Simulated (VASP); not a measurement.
A run of VASP 6.6.1 is set up as follows.

Contents of INCAR:

```
ALGO     = Normal         # electronic algorithm
EDIFF    = 1E-6           # SCF threshold, eV
ENCUT    = 520            # plane-wave cutoff, eV
GGA      = PE             # functional
ISIF     = 2              # what is computed and relaxed
ISMEAR   = 0              # smearing method
LASPH    = T              # aspherical terms in the spheres
LCHARG   = F              # write CHGCAR
LREAL    = Auto         
LWAVE    = F              # write WAVECAR
NBANDS   = 55             # bands
NELM     = 60             # most SCF steps
PREC     = Accurate       # precision mode
SIGMA    = 0.1            # smearing width, eV
```

The input KPOINTS:

```
k-points
0
Gamma
  4 4 4
```

POSCAR

```
Li2ScAgC6N6
1.0
    0.0000000000      5.9153610624      5.9153610624
    5.9153610624      0.0000000000      5.9153610624
    5.9153610624      5.9153610624      0.0000000000
Li Sc Ag C N
2 1 1 6 6
Direct
    0.2500000000      0.2500000000      0.2500000000
    0.7500000000      0.7500000000      0.7500000000
    0.0000000000      0.0000000000      0.0000000000
    0.5000000000      0.5000000000      0.5000000000
    0.8058402302      0.1941597698      0.1941597698
    0.1941597698      0.8058402302      0.1941597698
    0.1941597698      0.1941597698      0.8058402302
    0.1941597698      0.8058402302      0.8058402302
    0.8058402302      0.1941597698      0.8058402302
    0.8058402302      0.8058402302      0.1941597698
    0.7069011565      0.2930988435      0.2930988435
    0.2930988435      0.7069011565      0.2930988435
    0.2930988435      0.2930988435      0.7069011565
    0.2930988435      0.7069011565      0.7069011565
    0.7069011565      0.2930988435      0.7069011565
    0.7069011565      0.7069011565      0.2930988435
```

Potentials or basis: VASP PAW PBE potentials, release 64 (Li_sv, Sc_sv, Ag, C, N).

Launch:

```sh
$ cat potpaw_PBE.64/Li_sv/POTCAR potpaw_PBE.64/Sc_sv/POTCAR potpaw_PBE.64/Ag/POTCAR potpaw_PBE.64/C/POTCAR potpaw_PBE.64/N/POTCAR > POTCAR
$ mpirun -np 1 vasp_std > vasp.out
```

What does it give for the largest force?

0.415 eV/Å.

What does it give for the band gap on the k mesh?

1.43 eV.

Forces on the atoms (eV/Å):
```
Li   0.000  0.000  0.000
Li   0.000  0.000  0.000
Sc   0.000  0.000  0.000
Ag   0.000  0.000  0.000
C   -0.406  0.000  0.000
C    0.000 -0.406  0.000
C    0.000  0.000 -0.406
C    0.406  0.000  0.000
C    0.000  0.406  0.000
C    0.000  0.000  0.406
N    0.415  0.000  0.000
N    0.000  0.415  0.000
N    0.000  0.000  0.415
N   -0.415  0.000  0.000
N    0.000 -0.415  0.000
N    0.000  0.000 -0.415
```

 A k mesh can miss the band edges.
